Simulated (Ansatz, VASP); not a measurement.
# Nb: VASP beside Ansatz

The input INCAR:

```
SYSTEM = Nb
PREC = Accurate ; ENCUT = 520
EDIFF = 1E-6 ; ISMEAR = 0
SIGMA = 0.019000000000000003 ; LREAL = .FALSE.
LASPH = .TRUE. ; NELM = 60
ALGO = Normal ; ISIF = 2
LWAVE = .FALSE. ; LCHARG = .FALSE.
GGA = PE ; NBANDS = 12
```

Contents of KPOINTS:

```
Automatic mesh
0
G
  11 11 11
  0 0 0
```

File POSCAR:

```
Nb
1.0
    0.0000000000      2.1150000000      2.1150000000
    2.1150000000      0.0000000000      2.1150000000
    2.1150000000      2.1150000000      0.0000000000
Nb
1
Direct
    0.0000000000      0.0000000000      0.0000000000
```

File input.yaml:

```yaml
crystal:
  lattice:
    - [0.0, 2.115, 2.115]
    - [2.115, 0.0, 2.115]
    - [2.115, 2.115, 0.0]
  atoms:
    - { symbol: Nb, position: [0.0, 0.0, 0.0] }
hamiltonian:
  xc: pbe
  pseudopotentials: { kind: paw }
kpoints:
  mp_grid: { grid: [11, 11, 11] }
scf:
  occupations: { method: gaussian, width: 0.019 }
output:
  forces: true
  stress: true
  eigenvalues: true
```

Alike in both runs: task single point; functional PBE; k mesh 11 × 11 × 11; occupations gaussian, width 0.019 eV; no spin polarisation.

```csv
,VASP,Ansatz
version,VASP 6.6.1,Ansatz 0.2.0
potentials or method,"VASP PAW PBE potentials, release 64 (Nb_sv)",Ansatz PAW
plane-wave cutoff (eV),520,420
valence electrons in the cell,13,13
```

Ansatz gave:

```
gap on the k mesh at the Fermi level (eV) : none
pressure (GPa)                            : -1.9
```

Q: Estimate VASP's values.

A: gap on the k mesh at the Fermi level (eV): none; pressure (GPa): -2.3.

A gap of «none» marks a metal or a gap that the smearing closes. The functional is the same, so the differences come from potentials, cutoffs and numerics.
